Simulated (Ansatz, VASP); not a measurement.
# SiC: VASP beside Ansatz

```
CELL_PARAMETERS angstrom
0.00000 2.04581 2.45497
2.04581 0.00000 2.45497
2.04581 2.04581 0.00000
ATOMIC_POSITIONS crystal
Si 0.00000 0.00000 0.00000
C 0.75000 0.75000 0.75000
```

Alike in both runs: task single point; functional PBE; k mesh 4 × 4 × 4; occupations gaussian, width 0.05 eV; no spin polarisation.

|  | VASP | Ansatz |
| --- | --- | --- |
| version | VASP 6.6.1 | Ansatz 0.2.0 |
| potentials or method | VASP PAW PBE potentials, release 64 (Si, C), cutoff 520 eV | scalar-relativistic, plane waves, PAW |
| valence electrons in the cell | 8 | 8 |

Ansatz gave:

```
gap on the k mesh at the Fermi level (eV)                     : 0.30
least direct gap on the mesh (eV)                             : 3.08
pressure (GPa)                                                : 3.3
traceless stress, the component that is largest in VASP (GPa) : -43.87
```

What did VASP give for the same quantities?

gap on the k mesh at the Fermi level (eV): 0.30; least direct gap on the mesh (eV): 3.08; pressure (GPa): 3.3; traceless stress, the component that is largest in VASP (GPa): -43.94.

The k mesh is coarse, so the values compare programs but aren't converged.
